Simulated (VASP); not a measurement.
A run of VASP 6.6.1 is set up as follows.

The input INCAR:

```
ALGO     = Normal         # electronic algorithm
EDIFF    = 1E-6           # SCF threshold, eV
ENCUT    = 520            # plane-wave cutoff, eV
GGA      = PE             # functional
ISIF     = 2              # what is computed and relaxed
ISMEAR   = -1             # smearing method
LASPH    = T              # aspherical terms in the spheres
LCHARG   = T              # write CHGCAR
LELF     = T              # ELF
LREAL    = Auto         
LVHAR    = T            
LWAVE    = F              # write WAVECAR
NBANDS   = 86             # bands
NELM     = 100            # most SCF steps
PREC     = Accurate       # precision mode
SIGMA    = 0.0388         # smearing width, eV
```

KPOINTS

```
Automatic mesh
0
Gamma
  2 2 2
  0.5 0.5 0.5
```

Contents of POSCAR:

```
AgCl
1.0
    1.8771253955      5.5750558207     -3.9370741147
    1.8771253955      5.5750558207      3.9370741147
    7.5085015821      0.0000000000      0.0000000000
Ag Cl
8 8
Direct
    0.7297127474      0.5005547550      0.2017680374
    0.2262090397      0.9942212518      0.2013213009
    0.7239055974      0.5192340630      0.7196417173
    0.2456131816      0.9709482697      0.6893000618
    0.7549229682      0.0128002865      0.2892621328
    0.2505580490      0.5110718138      0.3041748367
    0.7831082550      0.0096280229      0.8017452664
    0.2952424161      0.5202437684      0.7761819199
    0.4672554908      0.7336840541      0.4356738620
    0.0027059122      0.2688314586      0.4255280858
    0.5038315622      0.7758485395      0.9503103788
    0.0338240384      0.2930205814      0.9049938379
    1.0282042893      0.7678261582      0.0260083365
    0.4863558161      0.2349460201      0.0969611576
    0.9656949336      0.7441293815      0.5291425077
    0.5048103545      0.2194354880      0.5903900649
```

Potentials or basis: VASP PAW PBE potentials, release 64 (Ag, Cl).

Launch:

```console
$ cat potpaw_PBE.64/Ag/POTCAR potpaw_PBE.64/Cl/POTCAR > POTCAR
$ mpirun -np 1 vasp_std > vasp.out
```

(1) What does it give for the band gap on the k mesh?

(2) What does it give for the pressure?

(3) What does it give for the largest force?

Results:

(1) 1.58 eV, indirect (least direct gap 1.65 eV).

(2) 2.5 GPa.

(3) 0.472 eV/Å.
